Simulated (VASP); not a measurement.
Here is a VASP 6.6.1 calculation.

File INCAR:

```
PREC = Accurate
ENCUT = 520
EDIFF = 1E-8
ISMEAR = -1
SIGMA = 0.03
LREAL = F
LASPH = T
NELM = 80
ALGO = Normal
ISIF = 2
LWAVE = F
LCHARG = F
LEFG = T
NBANDS = 18
```

The input KPOINTS:

```
Automatic mesh
0
Gamma
  12 12 12
```

The input POSCAR:

```
ZnAg
1.0
    3.1560000000     -0.0315600000     -0.0315600000
   -0.0315600000      3.1560000000     -0.0315600000
   -0.0315600000     -0.0315600000      3.1560000000
Zn Ag
1 1
Direct
    0.5000000000      0.5000000000      0.5000000000
    0.0000000000      0.0000000000      0.0000000000
```

Potentials or basis: VASP PAW LDA potentials, release 64 (Zn, Ag).

Run with:

```console
$ cat potpaw_LDA.64/Zn/POTCAR potpaw_LDA.64/Ag/POTCAR > POTCAR
$ mpirun -np 1 vasp_std > vasp.out
```

Task: Estimate the pressure.

Result: -7.5 GPa.

Task: Predict the band gap on the k mesh.

Result: Zero (an odd number of electrons rules out a gap without spin polarisation).

Stress tensor (GPa, compression positive):
```
-7.54  1.11  1.11
 1.11 -7.54  1.11
 1.11  1.11 -7.54
```

Caveat: the cell differs from its parent crystal (equal xy, yz and zx shear strains of -2 %); the cell stands under tension; without QUAD_EFG the Cq values of the log hold for a quadrupole moment of 1 mb, not for the nuclei.
